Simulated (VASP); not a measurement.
Runs of VASP 6.6.1 on TiTc2. The structure is that of space group I4/mmm (No. 139), or close to it. The cells are those of the table. 

| task | cell | cutoff (eV) | gap on the mesh (eV) | pressure (GPa) | largest force (eV/Å) |
| --- | --- | --- | --- | --- | --- |
| single point | a = 5.164 Å, angles 145.2, 145.2, 50.1°, 3 atoms | 520 | none | -9.5 | 0.02 |
| relaxation of cell and atoms | relaxed from a = 4.689 Å, angles 138.6, 138.6, 60.0°, 3 atoms | 600 | none | 0.0 | 0.01 |
| single point | a = 5.095 Å, angles 145.2, 145.2, 50.1°, 3 atoms | 520 | none | (a) | 0.59 |
| relaxation of shape and atoms at fixed volume | relaxed from a = 5.163 Å, angles 145.2, 145.2, 50.1°, 3 atoms | 600 | none | -9.4 | - |

Alike in all rows: level PBEsol; potentials or basis VASP PAW PBE potentials, release 64 (Ti_sv, Tc_pv); no spin polarisation; k mesh 14 × 14 × 14; smearing gaussian 0.05 eV.

Q: Fill in the values left out.

A: (a) -0.2.

Caveats: the PAW data sets were made with another functional, which shifts forces and pressure a little.

A k mesh can miss the band edges, and the runs leave out spin-orbit coupling on Tc.

A gap of «none» marks levels without a gap at the run's occupations.
